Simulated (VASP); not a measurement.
Set up this calculation in VASP 6.6.1, as the native input.

```
Task                   : molecular dynamics
Functional             : PBEsol
Potentials or basis    : VASP PAW PBE potentials, release 64 (Zn, Se)
Cutoff                 : 350 eV
k mesh                 : 2 × 2 × 2, shifted
Occupations            : fermi-dirac, width 0.02 eV
Spin                   : no spin polarisation
Dipole correction      : no
Further INCAR settings : PREC = Normal; LREAL = Auto; ALGO = Normal; EDIFF = 1e-05; ISYM = -1; MAXMIX = 40; IBRION = 0; POTIM = 6.0; NSW = 18
```

The structure of ZnSe lies in POSCAR:

```
ZnSe
1.0
   -5.6676000000     -5.6676000000      0.0000000000
    0.0000000000     -5.6676000000      5.6676000000
   -5.6676000000      0.0000000000      5.6676000000
Zn Se
8 8
Direct
    0.5000000000      0.0000000000      0.0000000000
    0.0000000000      0.0000000000      0.0000000000
    0.5000000000      0.5000000000      0.0000000000
    0.0000000000      0.5000000000      0.0000000000
    0.5000000000      0.0000000000      0.5000000000
    0.0000000000      0.0000000000      0.5000000000
    0.5000000000      0.5000000000      0.5000000000
    0.0000000000      0.5000000000      0.5000000000
    0.3750000000      0.3750000000      0.3750000000
    0.8750000000      0.3750000000      0.3750000000
    0.3750000000      0.8750000000      0.3750000000
    0.8750000000      0.8750000000      0.3750000000
    0.3750000000      0.3750000000      0.8750000000
    0.8750000000      0.3750000000      0.8750000000
    0.3750000000      0.8750000000      0.8750000000
    0.8750000000      0.8750000000      0.8750000000
```

This cell differs from its parent crystal: dynamics (nvt langevin) at 200 K, volume x 1.0, from the last frame before.

The input as run:

INCAR

```
SYSTEM = ZnSe
PREC     = Normal         ! precision mode
ENCUT    = 350            ! plane-wave cutoff, eV
EDIFF    = 1E-5           ! SCF threshold, eV
ISMEAR   = -1             ! smearing method
SIGMA    = 0.02           ! smearing width, eV
LREAL    = Auto         
LASPH    = .True.         ! aspherical terms in the spheres
NELM     = 120            ! most SCF steps
ALGO     = Normal         ! electronic algorithm
ISIF     = 2              ! what is computed and relaxed
LWAVE    = .False.        ! write WAVECAR
LCHARG   = .True.         ! write CHGCAR
GGA      = PS             ! functional
IBRION   = 0              ! ionic algorithm
NSW      = 18             ! ionic steps
POTIM    = 6.0            ! step
TEBEG    = 200.0        
TEEND    = 200.0        
ISYM     = -1           
NELMIN   = 4            
RANDOM_SEED= 40365 0 0    
MDALGO   = 3            
LANGEVIN_GAMMA= 50 50        
GGA_COMPAT= .False.      
MAXMIX   = 40
```

KPOINTS

```
explicit points
4
Reciprocal
  0.25000000   0.25000000   0.25000000 2
  0.25000000   0.25000000   0.75000000 2
  0.25000000   0.75000000   0.25000000 2
  0.25000000   0.75000000   0.75000000 2
```

Potentials or basis: VASP PAW PBE potentials, release 64 (Zn, Se).

Launch:

```sh
$ cat potpaw_PBE.64/Zn/POTCAR potpaw_PBE.64/Se/POTCAR > POTCAR
$ mpirun -np 1 vasp_std > vasp.out
```

Wall time 8.2 min on 1 thread of AMD EPYC 9R45 (Zen 5), on a shared host, peak memory 0.31 GiB.
